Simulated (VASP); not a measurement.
# BN (P6_3mc) in VASP: single point with HSE06

Aim: the single point of BN with HSE06.

Everything below comes from runs of VASP 6.6.1. Logs are shortened: lines on timing, memory, paths and dates and some standing lists are left out, and cuts for length are marked.

## Step 1: The cell of the first run

The structure is hexagonal, space group P6_3mc (No. 186). The conventional cell has a = 2.544 Å, b = 2.544 Å, c = 4.208 Å, α = 90.00°, β = 90.00°, γ = 120.00°. B (site symmetry 3m) has 4 N at 1.56 to 1.58 Å within 2.1 Å. N (site symmetry 3m) has 4 B at 1.56 to 1.58 Å within 2.1 Å.

## Step 2: Single point, HSE06

POSCAR

```
BN
1.0
    2.5439493114      0.0000000000      0.0000000000
   -1.2719746557      2.2031247296      0.0000000000
    0.0000000000      0.0000000000      4.2078167820
B N
2 2
Direct
    0.6666666667      0.3333333333      0.0002035746
    0.3333333333      0.6666666667      0.5002035746
    0.6666666667      0.3333333333      0.3747964254
    0.3333333333      0.6666666667      0.8747964254
```

INCAR.step1

```
SYSTEM = BN
PREC = Accurate ; ENCUT = 520
EDIFF = 1E-5 ; ISMEAR = 0
SIGMA = 0.01 ; LREAL = .False.
LASPH = .True. ; NELM = 80
ALGO = Normal ; ISIF = 2
LWAVE = .True. ; LCHARG = .False.
GGA = PE ; NBANDS = 16
```

INCAR.step2

```
SYSTEM = BN
PREC = Accurate ; ENCUT = 520
EDIFF = 1E-6 ; ISMEAR = 0
SIGMA = 0.01 ; LREAL = .False.
LASPH = .True. ; NELM = 80
ALGO = Normal ; ISIF = 2
LWAVE = .False. ; LCHARG = .False.
GGA = PE ; LHFCALC = .True.
HFSCREEN = 0.2079 ; PRECFOCK = Normal
ISTART = 1 ; NBANDS = 16
```

KPOINTS

```
regular mesh
0
Gamma
  6 6 4
  0 0 0
```

Potentials or basis: VASP PAW PBE potentials, release 64 (B, N).

Started as:

```
$ cat potpaw_PBE.64/B/POTCAR potpaw_PBE.64/N/POTCAR > POTCAR
$ cp INCAR.step1 INCAR
$ mpirun -np 1 vasp_std > vasp.out
$ cp INCAR.step2 INCAR
$ mpirun -np 1 vasp_std > vasp.out
```

OUTCAR:

```text
SYSTEM = BN
   PREC = Accurate
   ENCUT = 520
   EDIFF = 1E-6
   ISMEAR = 0
   LREAL = .False.
   LASPH = .True.
   NELM = 80
   ISIF = 2
   GGA = PE
   LHFCALC = .True.
   HFSCREEN = 0.2079
   PRECFOCK = Normal
   ISTART = 1

 ion  position               nearest neighbor table
   1  0.667  0.333  0.000-   4 1.56   4 1.56   4 1.56   3 1.58
   2  0.333  0.667  0.500-   3 1.56   3 1.56   3 1.56   4 1.58
   3  0.667  0.333  0.375-   2 1.56   2 1.56   2 1.56   1 1.58
   4  0.333  0.667  0.875-   1 1.56   1 1.56   1 1.56   2 1.58

  LATTYP: Found a hexagonal cell.
 ALAT       =     2.5439493114
 C/A-ratio  =     1.6540489872

  Lattice vectors:

 A1 = (   2.5439493114,   0.0000000000,   0.0000000000)
 A2 = (  -1.2719746557,   2.2031247296,   0.0000000000)
 A3 = (   0.0000000000,   0.0000000000,   4.2078167820)

Analysis of symmetry for initial positions (statically):
=====================================================================
 Subroutine PRICEL returns:
 Original cell was already a primitive cell.

 Routine SETGRP: Setting up the symmetry group for a
 hexagonal supercell.

 Subroutine GETGRP returns: Found 12 space group operations
 (whereof  6 operations were pure point group operations)
 out of a pool of 24 trial point group operations.

The static configuration has the point symmetry C_3v.
 The point group associated with its full space group is C_6v.

Analysis of symmetry for dynamics (positions and initial velocities):
=====================================================================
 Subroutine PRICEL returns:
 Original cell was already a primitive cell.

 Routine SETGRP: Setting up the symmetry group for a
 hexagonal supercell.

 Subroutine GETGRP returns: Found 12 space group operations
 (whereof  6 operations were pure point group operations)
 out of a pool of 24 trial point group operations.

The dynamic configuration has the point symmetry C_3v.
 The point group associated with its full space group is C_6v.

 Subroutine INISYM returns: Found 12 space group operations
 (whereof  6 operations are pure point group operations),
 and found     1 'primitive' translations

----------------------------------------------------------------------------------------

                                     Primitive cell

  volume of cell :      23.5833

  direct lattice vectors                    reciprocal lattice vectors
     2.543949311  0.000000000  0.000000000     0.393089593  0.226950382  0.000000000
    -1.271974656  2.203124730  0.000000000     0.000000000  0.453900765  0.000000000
     0.000000000  0.000000000  4.207816782     0.000000000  0.000000000  0.237652933

  length of vectors
     2.543949311  2.543949311  4.207816782     0.453900765  0.453900765  0.237652933

  position of ions in fractional coordinates (direct lattice)
     0.666666667  0.333333333  0.000203575
     0.333333333  0.666666667  0.500203575
     0.666666667  0.333333333  0.374796425
     0.333333333  0.666666667  0.874796425

  ion indices of the primitive-cell ions
   primitive index   ion index
                 1           1
                 2           2
                 3           3
                 4           4

----------------------------------------------------------------------------------------

 KPOINTS: regular mesh

Automatic generation of k-mesh.
 Grid dimensions read from file:
 generate k-points for:    6    6    4

 Generating k-lattice:

  Cartesian coordinates                     Fractional coordinates (reciprocal lattice)
     0.065514932  0.037825064  0.000000000     0.166666667  0.000000000  0.000000000
     0.000000000  0.075650127  0.000000000     0.000000000  0.166666667  0.000000000
     0.000000000  0.000000000  0.059413233     0.000000000  0.000000000  0.250000000

  Length of vectors
     0.075650127  0.075650127  0.059413233

  Shift w.r.t. Gamma in fractional coordinates (k-lattice)
     0.000000000  0.000000000  0.000000000

 Subroutine IBZKPT returns following result:
 ===========================================

 Found     21 irreducible k-points:

 Following reciprocal coordinates:
            Coordinates               Weight
  0.000000  0.000000  0.000000      1.000000
  0.166667  0.000000  0.000000      6.000000
  0.333333  0.000000  0.000000      6.000000
  0.500000  0.000000  0.000000      3.000000
  0.166667  0.166667  0.000000      6.000000
  0.333333  0.166667  0.000000     12.000000
[... 13 lines left out ...]
  0.333333  0.166667  0.500000     12.000000
  0.333333  0.333333  0.500000      2.000000
   k-points           NKPTS =     21   k-points in BZ     NKDIM =    144   number of bands    NBANDS=     16
   number of dos      NEDOS =    301   number of ions     NIONS =      4
   total plane-waves  NPLWV =  12800
   dimension x,y,z NGX =    20 NGY =   20 NGZ =   32
   dimension x,y,z NGXF=    40 NGYF=   40 NGZF=   64
   ions per type =               2   2
   NGX,Y,Z   is equivalent  to a cutoff of  13.07, 13.07, 12.64 a.u.
   NGXF,Y,Z  is equivalent  to a cutoff of  26.14, 26.14, 25.29 a.u.
 SYSTEM =  BN
   PREC   = accura    normal or accurate (medium, high low for compatibility)
   ISTART =      1    job   : 0-new  1-cont  2-samecut
   ICHARG =      0    charge: 1-file 2-atom 10-const
   ISPIN  =      1    spin polarized calculation?
   LNONCOLLINEAR =      F non collinear calculations
   LSORBIT =      F    spin-orbit coupling
   LASPH  =      T    aspherical Exc in radial PAW
   ENCUT  =  520.0 eV  38.22 Ry    6.18 a.u.   4.73  4.73  7.82*2*pi/ulx,y,z
   NELM   =     80;   NELMIN=  2; NELMDL=  0     # of ELM steps
   EDIFF  = 0.1E-05   stopping-criterion for ELM
   LREAL  =      F    real-space projection
   EDIFFG = 0.1E-04   stopping-criterion for IOM
   NSW    =      0    number of steps for IOM
   IBRION =     -1    ionic relax: 0-MD 1-quasi-New 2-CG
   NFREE  =      0    steps in history (QN), initial steepest desc. (CG)
   ISIF   =      2    stress and relaxation
   ISYM   =      3    0-nonsym 1-usesym 2-fastsym
   POTIM  = 0.5000    time-step for ionic-motion
   TEBEG  =    0.0;   TEEND  =   0.0 temperature during run
   PSTRESS=    0.0 pullay stress
   NELECT =      16.0000    total number of electrons
   NUPDOWN=      -1.0000    fix difference up-down
   EMIN   =  10.00;   EMAX   =-10.00  energy-range for DOS
   EFERMI =   0.00;   METHOD = LEGACY
   ISMEAR =     0;   SIGMA  =   0.01  broadening in eV -4-tet -1-fermi 0-gaus
   EFERMI_NEDOS =   21; number of points for ismear=-14 and -15
   IALGO  =     38    algorithm
   IMIX   =      1    mixing-type and parameters
     AMIX     =   0.40;   BMIX     =  1.00
     AMIX_MAG =   1.60;   BMIX_MAG =  1.00
  volume/ion in A,a.u.               =       5.90        39.79
  Fermi-wavevector in a.u.,A,eV,Ry     =   1.438512  2.718393 28.154749  2.069316
  Thomas-Fermi vector in A             =   2.557470
   LORBIT       =      0    0 simple, 1 ext, 2 COOP (PROOUT), +10 PAW based schemes
   GGA     = PE    functional components
   LHFCALC =     T    Hartree Fock is set to
   PRECFOCK=normal    Normal, Fast or Accurate (Low or Medium for compatibility)
   ENCUT4O =  -1.0   cutoff for four orbital integrals eV
   NKREDX  =     1    reduce k-point grid by
   NKREDY  =     1    reduce k-point grid by
   NKREDZ  =     1    reduce k-point grid by
   AEXX    =    0.2500 exact exchange contribution
   HFSCREEN=    0.2079 screening length (either q_TF or 0.3 A-1)
   HFSCREENC=   0.2079 screening length for correlation (either q_TF or 0.3 A-1)
   ENCUTFOCK=  -1.0 apply spherical cutoff to Coloumb kernel
   IVDW    =     0    specifies the selected vdW correction
   LEPSILON=     F    determine dielectric tensor
   LRPA    =     F    only Hartree local field effects (RPA)
 non-spin polarized calculation
 Gauss-broadening in eV      SIGMA  =   0.01
  energy-cutoff  :      520.00
  volume of cell :       23.58
 maximum number of plane-waves:       652
 NGX is ok and might be reduce to    20
  NGX = 16; NGY = 16; NGZ = 24

 number of electron      16.0000000 magnetization

 Free energy of the ion-electron system (eV)
  ---------------------------------------------------
  ext. energy  EPLUGINS =         0.00000000
  ---------------------------------------------------
  free energy    TOTEN  =       -40.57734863 eV

  energy without entropy =      -40.57734863  energy(sigma->0) =      -40.57734863

 E-fermi :   6.7826     XC(G=0): -10.4863

 val. band max:        6.7336729588   @ k =   0.0000   0.0000   0.0000
 cond. band min:      13.2448070845   @ k =   0.3333   0.3333   0.0000
 fundamental gap:      6.5111341258
 Fermi energy:         6.7826432112

 k-point     1 :       0.0000    0.0000    0.0000
  band No.  band energies     occupation
      1     -15.5790      2.00000
      2     -11.1171      2.00000
      3      -5.1517      2.00000
      4       4.4315      2.00000
      5       4.4315      2.00000
      6       6.4679      2.00000
[... 8 lines left out ...]
     15      20.6042      0.00000
     16      25.2783      0.00000

 k-point     2 :       0.1667    0.0000    0.0000
  band No.  band energies     occupation
      1     -14.9315      2.00000
      2     -10.6333      2.00000
      3      -4.5000      2.00000
      4       1.8655      2.00000
      5       3.4101      2.00000
      6       4.5628      2.00000
[... 8 lines left out ...]
     15      22.3363      0.00000
     16      24.0717      0.00000

 k-point     3 :       0.3333    0.0000    0.0000
  band No.  band energies     occupation
      1     -13.1017      2.00000
      2      -9.6003      2.00000
      3      -2.6902      2.00000
      4      -2.2247      2.00000
      5       0.6783      2.00000
      6       1.9193      2.00000
[... 8 lines left out ...]
     15      24.9041      0.00000
     16      25.5491      0.00000
[... 305 lines left out ...]
 k-point    20 :       0.3333    0.1667    0.5000
  band No.  band energies     occupation
      1     -10.4974      2.00000
      2     -10.4974      2.00000
      3      -3.1824      2.00000
      4      -3.1824      2.00000
      5       0.7128      2.00000
      6       0.7128      2.00000
[... 8 lines left out ...]
     15      25.3053      0.00000
     16      25.3053      0.00000

 k-point    21 :       0.3333    0.3333    0.5000
  band No.  band energies     occupation
      1      -9.7123      2.00000
      2      -9.7123      2.00000
      3      -2.9432      2.00000
      4      -2.9432      2.00000
      5      -1.6178      2.00000
      6      -1.6178      2.00000
[... 8 lines left out ...]
     15      25.8409      0.00000
     16      25.8409      0.00000

------------------------ aborting loop because EDIFF is reached ----------------------------------------

  FORCE on cell =-STRESS in cart. coord.  units (eV):
  Direction    XX          YY          ZZ          XY          YZ          ZX
  --------------------------------------------------------------------------------------
  -------------------------------------------------------------------------------------
  Total       -0.5462845     -0.5462845     -0.6480441      0.0000000      0.0000000      0.0000000
  in kB      -37.1129157    -37.1129157    -44.0261555      0.0000000      0.0000000      0.0000000
  external PRESSURE =     -39.4173290 kB  Pullay stress =       0.0000000 kB

 VOLUME and BASIS-vectors are now :
 -----------------------------------------------------------------------------
  energy-cutoff  :      520.00
  volume of cell :       23.58
      direct lattice vectors                 reciprocal lattice vectors
     2.543949311  0.000000000  0.000000000     0.393089593  0.226950382  0.000000000
    -1.271974656  2.203124730  0.000000000     0.000000000  0.453900765  0.000000000
     0.000000000  0.000000000  4.207816782     0.000000000  0.000000000  0.237652933

 POSITION                                       TOTAL-FORCE (eV/Angst)
 -----------------------------------------------------------------------------------
      1.27197      0.73437      0.00086        -0.000000      0.000000     -0.012547
     -0.00000      1.46875      2.10476         0.000000     -0.000000     -0.012547
      1.27197      0.73437      1.57707         0.000000      0.000000      0.012547
     -0.00000      1.46875      3.68098        -0.000000      0.000000      0.012547
 -----------------------------------------------------------------------------------
    total drift:                               -0.000000     -0.000000     -0.000067

  FREE ENERGIE OF THE ION-ELECTRON SYSTEM (eV)
  ---------------------------------------------------
  free  energy   TOTEN  =       -40.5773486288 eV

  energy  without entropy=      -40.5773486288  energy(sigma->0) =      -40.57734863
```

Run time: 6.5 min. Hardware: 1 thread of Intel Xeon 6975P-C (Granite Rapids), shared host; peak memory 0.23 GiB.

Results:

```
Free energy            : -40.5773 eV
Pressure               : -3.9 GPa
Largest force          : 0.013 eV/Å
Band gap on the k mesh : 6.51 eV (least direct gap 9.96 eV)
```

Forces on the atoms (eV/Å):
```
B    0.000  0.000 -0.013
B    0.000  0.000 -0.013
N    0.000  0.000  0.013
N    0.000  0.000  0.013
```

Stress tensor (GPa, compression positive):
```
-3.71  0.00  0.00
 0.00 -3.71  0.00
 0.00  0.00 -4.40
```

Caveat: the k points lie up to 0.48 Å⁻¹ apart; the PAW data sets were made with another functional, which shifts forces and pressure a little. A k mesh can miss the band edges.
